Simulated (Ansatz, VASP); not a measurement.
# HfSiO4 in VASP and in Ansatz

```
CELL_PARAMETERS angstrom
0.00000 3.40549 3.99232
2.57426 0.00000 3.99232
2.57426 3.40549 0.00000
ATOMIC_POSITIONS crystal
Hf 0.75000 0.75000 0.75000
Si 0.50000 0.50000 0.50000
O 0.74497 0.25503 0.74497
O 0.25503 0.74497 0.25503
O 0.71260 0.71260 0.28740
O 0.28740 0.28740 0.71260
```

Alike in both runs: task relaxation of cell and atoms; functional PBE; k mesh 8 × 8 × 8; occupations gaussian, width 0.02 eV; no spin polarisation.

|  | VASP | Ansatz |
| --- | --- | --- |
| version | VASP 6.6.1 | Ansatz 0.2.0 |
| potentials or method | VASP PAW PBE potentials, release 64 (Hf_pv, Si, O), cutoff 600 eV | scalar-relativistic, plane waves, PAW |
| valence electrons in the cell | 38 | 54 |

Ansatz gave:

| Item | Value |
| --- | --- |
| gap on the k mesh at the Fermi level, each at its own relaxed structure (eV) | 0.97 |
| relaxed volume (Å³/atom) | 11.65 |
| relaxed cell length with the largest relative difference (Å) | 4.353 |

**Question.** What did VASP give for the same quantities?

**Answer.** gap on the k mesh at the Fermi level, each at its own relaxed structure (eV): 0.97; relaxed volume (Å³/atom): 11.51; relaxed cell length with the largest relative difference (Å): 4.284.

VASP's potentials hold 38 valence electrons a cell and Ansatz's 54, so a difference there can come from the potentials and not from the codes.

Neither program's run includes spin-orbit coupling.
